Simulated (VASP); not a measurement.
Input of a VASP 6.6.1 run:

Contents of INCAR:

```
ALGO     = Normal         # electronic algorithm
EDIFF    = 1E-6           # SCF threshold, eV
ENCUT    = 520            # plane-wave cutoff, eV
GGA      = RE             # functional
ISIF     = 2              # what is computed and relaxed
ISMEAR   = -1             # smearing method
LASPH    = T              # aspherical terms in the spheres
LCHARG   = T              # write CHGCAR
LELF     = T              # ELF
LREAL    = F              # projectors in reciprocal space
LVHAR    = T            
LWAVE    = F              # write WAVECAR
NBANDS   = 19             # bands
NELM     = 60             # most SCF steps
PREC     = Accurate       # precision mode
SIGMA    = 0.1            # smearing width, eV
```

The input KPOINTS:

```
k-points
0
Gamma
  11 11 14
```

POSCAR

```
Fe
1.0
    3.8786827639      0.0000000000      0.0000000000
   -1.9393413819      3.3590378067      0.0000000000
    0.0000000000      0.0000000000      2.4378897406
Fe
3
Direct
    0.0000000000      0.0000000000      0.0000000000
    0.3333333333      0.6666666667      0.5000000000
    0.6666666667      0.3333333333      0.5000000000
```

Potentials or basis: VASP PAW PBE potentials, release 64 (Fe).

Command:

```console
$ cat potpaw_PBE.64/Fe/POTCAR > POTCAR
$ mpirun -np 1 vasp_std > vasp.out
```

Question: Predict the band gap on the k mesh.

Answer: Zero (bands 12 and 13 overlap by 1.44 eV).

Question: Estimate the pressure.

Answer: -0.5 GPa.

Stress tensor (GPa, compression positive):
```
-0.39  0.00  0.00
 0.00 -0.39  0.00
 0.00  0.00 -0.65
```

Caveat: the PAW data sets were made with another functional, which shifts forces and pressure a little; the run has no spin polarisation, though such a crystal can be magnetic. Spin polarisation is off, so any magnetic state and its effect on volume and gap are missing.
